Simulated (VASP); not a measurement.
# Pb (Fm-3m) in VASP: notebook

Pb is run at these levels: PBE; tasks: single point.

Program: VASP 6.6.1. These are calculated values, not measurements. Logs are shortened: lines on timing, memory, paths and dates and some standing lists are left out, and cuts for length are marked.

**1. The cell of the first run**

It takes space group Fm-3m (No. 225, cubic). The conventional cell has a = 5.035 Å, b = 5.035 Å, c = 5.035 Å, α = 90.00°, β = 90.00°, γ = 90.00°. Within 4.7 Å of Pb (site symmetry m-3m) lie 12 Pb at 3.56 Å.

**2. Single point, PBE**

Input file INCAR:

```
PREC = Accurate ; ENCUT = 520
EDIFF = 1E-6 ; ISMEAR = 1
SIGMA = 1.0 ; LREAL = False
LASPH = True ; NELM = 100
ALGO = Normal ; ISIF = 2
LWAVE = False ; LCHARG = False
GGA = PE ; NBANDS = 13
```

Input file KPOINTS:

```
Automatic mesh
0
Gamma
  11 11 11
```

Input file POSCAR:

```
Pb
1.0
    0.0000000000      2.5175937382      2.5175937382
    2.5175937382      0.0000000000      2.5175937382
    2.5175937382      2.5175937382      0.0000000000
Pb
1
Direct
    0.0000000000      0.0000000000      0.0000000000
```

Potentials or basis: VASP PAW PBE potentials, release 64 (Pb_d).

Launch:

```bash
> cat potpaw_PBE.64/Pb_d/POTCAR > POTCAR
> mpirun -np 1 vasp_std > vasp.out
```

OUTCAR:

```text
PREC = Accurate
   ENCUT = 520
   EDIFF = 1E-6
   ISMEAR = 1
   LREAL = False
   LASPH = True
   NELM = 100
   ISIF = 2
   GGA = PE

 ion  position               nearest neighbor table
   1  0.000  0.000  0.000-

  LATTYP: Found a face centered cubic cell.
 ALAT       =     5.0351874764

  Lattice vectors:

 A1 = (   0.0000000000,   2.5175937382,   2.5175937382)
 A2 = (   2.5175937382,   0.0000000000,   2.5175937382)
 A3 = (   2.5175937382,   2.5175937382,   0.0000000000)

Analysis of symmetry for initial positions (statically):
=====================================================================
 Subroutine PRICEL returns:
 Original cell was already a primitive cell.

 Routine SETGRP: Setting up the symmetry group for a
 face centered cubic supercell.

 Subroutine GETGRP returns: Found 48 space group operations
 (whereof 48 operations were pure point group operations)
 out of a pool of 48 trial point group operations.

The static configuration has the point symmetry O_h .

Analysis of symmetry for dynamics (positions and initial velocities):
=====================================================================
 Subroutine PRICEL returns:
 Original cell was already a primitive cell.

 Routine SETGRP: Setting up the symmetry group for a
 face centered cubic supercell.

 Subroutine GETGRP returns: Found 48 space group operations
 (whereof 48 operations were pure point group operations)
 out of a pool of 48 trial point group operations.

The dynamic configuration has the point symmetry O_h .

 Subroutine INISYM returns: Found 48 space group operations
 (whereof 48 operations are pure point group operations),
 and found     1 'primitive' translations

----------------------------------------------------------------------------------------

                                     Primitive cell

  volume of cell :      31.9144

  direct lattice vectors                    reciprocal lattice vectors
     0.000000000  2.517593738  2.517593738    -0.198602337  0.198602337  0.198602337
     2.517593738  0.000000000  2.517593738     0.198602337 -0.198602337  0.198602337
     2.517593738  2.517593738  0.000000000     0.198602337  0.198602337 -0.198602337

  length of vectors
     3.560415209  3.560415209  3.560415209     0.343989338  0.343989338  0.343989338

  position of ions in fractional coordinates (direct lattice)
     0.000000000  0.000000000  0.000000000

  ion indices of the primitive-cell ions
   primitive index   ion index
                 1           1

----------------------------------------------------------------------------------------

 KPOINTS: Automatic mesh

Automatic generation of k-mesh.
 Grid dimensions read from file:
 generate k-points for:   11   11   11

 Generating k-lattice:

  Cartesian coordinates                     Fractional coordinates (reciprocal lattice)
    -0.018054758  0.018054758  0.018054758     0.090909091  0.000000000  0.000000000
     0.018054758 -0.018054758  0.018054758     0.000000000  0.090909091  0.000000000
     0.018054758  0.018054758 -0.018054758     0.000000000  0.000000000  0.090909091

  Length of vectors
     0.031271758  0.031271758  0.031271758

  Shift w.r.t. Gamma in fractional coordinates (k-lattice)
     0.000000000  0.000000000  0.000000000

 Subroutine IBZKPT returns following result:
 ===========================================

 Found     56 irreducible k-points:

 Following reciprocal coordinates:
            Coordinates               Weight
  0.000000  0.000000  0.000000      1.000000
  0.090909  0.000000  0.000000      8.000000
  0.181818  0.000000  0.000000      8.000000
  0.272727  0.000000  0.000000      8.000000
  0.363636  0.000000  0.000000      8.000000
  0.454545  0.000000  0.000000      8.000000
[... 16 lines left out ...]
 -0.272727  0.181818  0.000000     24.000000
 -0.181818  0.181818  0.000000     12.000000
 [... further k-points ...]
   k-points           NKPTS =     56   k-points in BZ     NKDIM =     56   number of bands    NBANDS=     13
   number of dos      NEDOS =    301   number of ions     NIONS =      1
   total plane-waves  NPLWV =  21952
   dimension x,y,z NGX =    28 NGY =   28 NGZ =   28
   dimension x,y,z NGXF=    56 NGYF=   56 NGZF=   56
   ions per type =               1
   NGX,Y,Z   is equivalent  to a cutoff of  13.07, 13.07, 13.07 a.u.
   NGXF,Y,Z  is equivalent  to a cutoff of  26.15, 26.15, 26.15 a.u.
 SYSTEM =  unknown system
   PREC   = accura    normal or accurate (medium, high low for compatibility)
   ISTART =      0    job   : 0-new  1-cont  2-samecut
   ICHARG =      2    charge: 1-file 2-atom 10-const
   ISPIN  =      1    spin polarized calculation?
   LNONCOLLINEAR =      F non collinear calculations
   LSORBIT =      F    spin-orbit coupling
   LASPH  =      T    aspherical Exc in radial PAW
   ENCUT  =  520.0 eV  38.22 Ry    6.18 a.u.   6.62  6.62  6.62*2*pi/ulx,y,z
   NELM   =    100;   NELMIN=  2; NELMDL= -5     # of ELM steps
   EDIFF  = 0.1E-05   stopping-criterion for ELM
   LREAL  =      F    real-space projection
   EDIFFG = 0.1E-04   stopping-criterion for IOM
   NSW    =      0    number of steps for IOM
   IBRION =     -1    ionic relax: 0-MD 1-quasi-New 2-CG
   NFREE  =      0    steps in history (QN), initial steepest desc. (CG)
   ISIF   =      2    stress and relaxation
   ISYM   =      2    0-nonsym 1-usesym 2-fastsym
   POTIM  = 0.5000    time-step for ionic-motion
   TEBEG  =    0.0;   TEEND  =   0.0 temperature during run
   PSTRESS=    0.0 pullay stress
   NELECT =      14.0000    total number of electrons
   NUPDOWN=      -1.0000    fix difference up-down
   EMIN   =  10.00;   EMAX   =-10.00  energy-range for DOS
   EFERMI =   0.00;   METHOD = LEGACY
   ISMEAR =     1;   SIGMA  =   1.00  broadening in eV -4-tet -1-fermi 0-gaus
   EFERMI_NEDOS =   21; number of points for ismear=-14 and -15
   IALGO  =     38    algorithm
   IMIX   =      4    mixing-type and parameters
     AMIX     =   0.40;   BMIX     =  1.00
     AMIX_MAG =   1.60;   BMIX_MAG =  1.00
  volume/ion in A,a.u.               =      31.91       215.37
  Fermi-wavevector in a.u.,A,eV,Ry     =   1.243909  2.350647 21.052417  1.547309
  Thomas-Fermi vector in A             =   2.378199
   LORBIT       =      0    0 simple, 1 ext, 2 COOP (PROOUT), +10 PAW based schemes
   GGA     = PE    functional components
   LHFCALC =     F    Hartree Fock is set to
   AEXX    =    0.0000 exact exchange contribution
   IVDW    =     0    specifies the selected vdW correction
   LEPSILON=     F    determine dielectric tensor
   LRPA    =     F    only Hartree local field effects (RPA)
 non-spin polarized calculation
 Methfessel and Paxton  Order N= 1 SIGMA  =   1.00
  energy-cutoff  :      520.00
  volume of cell :       31.91
 maximum number of plane-waves:       881
   NGX = 13   NGY = 13   NGZ = 13

 number of electron      14.0000003 magnetization

 Free energy of the ion-electron system (eV)
  ---------------------------------------------------
  ext. energy  EPLUGINS =         0.00000000
  ---------------------------------------------------
  free energy    TOTEN  =        -3.56142030 eV

  energy without entropy =       -3.56968485  energy(sigma->0) =       -3.56417515

 E-fermi :   6.7540     XC(G=0):  -9.9417

 val. band max:        6.6828663487   @ k =   0.3636   0.2727   0.0000
 cond. band min:       6.7740643656   @ k =   0.2727   0.0000   0.0000
 fundamental gap:      0.0911980169
 Fermi energy:         6.7539545560

 k-point     1 :       0.0000    0.0000    0.0000
  band No.  band energies     occupation
      1     -10.3175      2.00000
      2     -10.3175      2.00000
      3     -10.3175      2.00000
      4     -10.1984      2.00000
      5     -10.1984      2.00000
      6      -4.6957      2.00000
      7      13.7416     -0.00000
      8      13.7416     -0.00000
      9      13.7416     -0.00000
     10      16.4486     -0.00000
     11      17.4150     -0.00000
     12      18.8375     -0.00000
     13      18.8375     -0.00000

 k-point     2 :       0.0909    0.0000    0.0000
  band No.  band energies     occupation
      1     -10.3175      2.00000
      2     -10.3076      2.00000
      3     -10.3076      2.00000
      4     -10.1987      2.00000
      5     -10.1987      2.00000
      6      -4.5451      2.00000
      7      12.0702     -0.00000
      8      13.5579     -0.00000
      9      13.5579     -0.00000
     10      16.0698     -0.00000
     11      18.2343     -0.00000
     12      19.1659     -0.00000
     13      19.1659     -0.00000

 k-point     3 :       0.1818    0.0000    0.0000
  band No.  band energies     occupation
      1     -10.3188      2.00000
      2     -10.2900      2.00000
      3     -10.2900      2.00000
      4     -10.1903      2.00000
      5     -10.1903      2.00000
      6      -4.0945      2.00000
      7       9.3683     -0.00137
      8      13.1286     -0.00000
      9      13.1286     -0.00000
     10      15.6619     -0.00000
     11      18.9007     -0.00000
     12      19.3742     -0.00000
     13      19.3749     -0.00000
[... 305 lines left out ...]
 k-point    23 :      -0.2727    0.1818    0.0000
  band No.  band energies     occupation
      1     -10.3059      2.00000
      2     -10.2924      2.00000
      3     -10.2405      2.00000
      4     -10.1751      2.00000
      5     -10.1250      2.00000
      6      -2.2551      2.00000
      7       5.6328      2.06712
      8       8.3783     -0.04389
      9      12.3093     -0.00000
     10      15.2555     -0.00000
     11      18.1005     -0.00000
     12      18.9630     -0.00000
     13      20.4221     -0.00000

 k-point    24 :      -0.1818    0.1818    0.0000
  band No.  band energies     occupation
      1     -10.3102      2.00000
      2     -10.2880      2.00000
      3     -10.2355      2.00000
      4     -10.2224      2.00000
      5     -10.1364      2.00000
      6      -3.1171      2.00000
      7       7.4173      0.10716
      8       9.1379     -0.00383
      9      13.1567     -0.00000
     10      16.2482     -0.00000
     11      17.6029     -0.00000
     12      18.7803     -0.00000
     13      19.1808     -0.00000

 [... further k-points ...]

------------------------ aborting loop because EDIFF is reached ----------------------------------------

  FORCE on cell =-STRESS in cart. coord.  units (eV):
  Direction    XX          YY          ZZ          XY          YZ          ZX
  --------------------------------------------------------------------------------------
  -------------------------------------------------------------------------------------
  Total        0.0018503      0.0018503      0.0018503      0.0000000      0.0000000     -0.0000000
  in kB        0.0928885      0.0928885      0.0928885      0.0000000      0.0000000     -0.0000000
  external PRESSURE =       0.0928885 kB  Pullay stress =       0.0000000 kB

 VOLUME and BASIS-vectors are now :
 -----------------------------------------------------------------------------
  energy-cutoff  :      520.00
  volume of cell :       31.91
      direct lattice vectors                 reciprocal lattice vectors
     0.000000000  2.517593738  2.517593738    -0.198602337  0.198602337  0.198602337
     2.517593738  0.000000000  2.517593738     0.198602337 -0.198602337  0.198602337
     2.517593738  2.517593738  0.000000000     0.198602337  0.198602337 -0.198602337

 POSITION                                       TOTAL-FORCE (eV/Angst)
 -----------------------------------------------------------------------------------
      0.00000      0.00000      0.00000        -0.000000      0.000000      0.000000
 -----------------------------------------------------------------------------------
    total drift:                               -0.000000     -0.000000     -0.000000

  FREE ENERGIE OF THE ION-ELECTRON SYSTEM (eV)
  ---------------------------------------------------
  free  energy   TOTEN  =        -3.5614203012 eV

  energy  without entropy=       -3.5696848462  energy(sigma->0) =       -3.56417515
```

Run time: 37 s. Hardware: 1 thread of AMD EPYC, shared host; peak memory 0.13 GiB.

What came out:

```
Free energy            : -3.5614 eV
Pressure               : 0.0 GPa
Band gap on the k mesh : zero (bands 7 and 8 overlap by 8.37 eV)
```

Levels at points of the mesh, in eV from the Fermi level:
```tsv
k point	band 3	band 4	band 5	band 6	band 7	band 8	band 9	band 10	band 11	band 12
(0.00, 0.00, 0.00)	-17.07	-16.95	-16.95	-11.45	6.99	6.99	6.99	9.69	10.66	12.08
```

Caveat: so wide a smearing shifts energies and pressures; spin-orbit coupling is left out, which moves the levels of the heavy elements.

**3. Single point, PBE**

Input file INCAR:

```
PREC = Accurate
ENCUT = 520
EDIFF = 1E-6
ISMEAR = 1
SIGMA = 0.01
LREAL = False
LASPH = True
NELM = 60
ALGO = Normal
ISIF = 2
LWAVE = False
LCHARG = False
GGA = PE
NBANDS = 13
```

Input file KPOINTS:

```
regular mesh
0
Gamma
  11 11 11
```

POSCAR is that of step 2.

Potentials or basis: VASP PAW PBE potentials, release 64 (Pb_d).

Launch:

```bash
> cat potpaw_PBE.64/Pb_d/POTCAR > POTCAR
> mpirun -np 1 vasp_std > vasp.out
```

It took 31 s on 1 thread of AMD EPYC, shared host; peak memory 0.13 GiB.

It converged, with:

```
Free energy            : -3.5658 eV
Pressure               : -0.2 GPa
Band gap on the k mesh : zero (bands 7 and 8 overlap by 8.37 eV)
```

Levels at points of the mesh, in eV from the Fermi level:
```
           k point  band 3  band 4  band 5  band 6  band 7  band 8  band 9  band 10  band 11  band 12
(0.00, 0.00, 0.00)  -17.01  -16.89  -16.89  -11.38    7.05    7.05    7.05     9.76    10.73    12.15
```

Caveat: spin-orbit coupling is left out, which moves the levels of the heavy elements.

**4. Single point, PBE**

Input file INCAR:

```
SYSTEM = Pb
  PREC = Accurate
  ENCUT = 520
  EDIFF = 1E-6
  ISMEAR = 1
  SIGMA = 0.1
  LREAL = .FALSE.
  LASPH = .TRUE.
  NELM = 100
  ALGO = Normal
  ISIF = 2
  LWAVE = .FALSE.
  LCHARG = .FALSE.
  GGA = PE
  NBANDS = 13
```

Input file KPOINTS:

```
regular mesh
0
G
  11 11 11
  0 0 0
```

POSCAR is that of step 3.

Launch:

```bash
> cat potpaw_PBE.64/Pb_d/POTCAR > POTCAR
> mpirun -np 1 vasp_std > vasp.out
```

It took 33 s on 1 thread of AMD EPYC, shared host; peak memory 0.13 GiB.

The run converged. Its results:

```yaml
Free_energy: -3.5659 eV
Pressure: -0.2 GPa
Band_gap_on_the_k_mesh: zero (bands 7 and 8 overlap by 8.37 eV)
```

Levels at points of the mesh, in eV from the Fermi level:
```
           k point  band 5  band 6  band 7  band 8  band 9  band 10
(0.00, 0.00, 0.00)  -16.91  -11.41    7.03    7.03    7.03     9.74
```

Caveat: spin-orbit coupling is left out, which moves the levels of the heavy elements.

(Part 1 of 2 ends here.)

The gap in the log of VASP goes by the Fermi energy; the results here count the filled bands.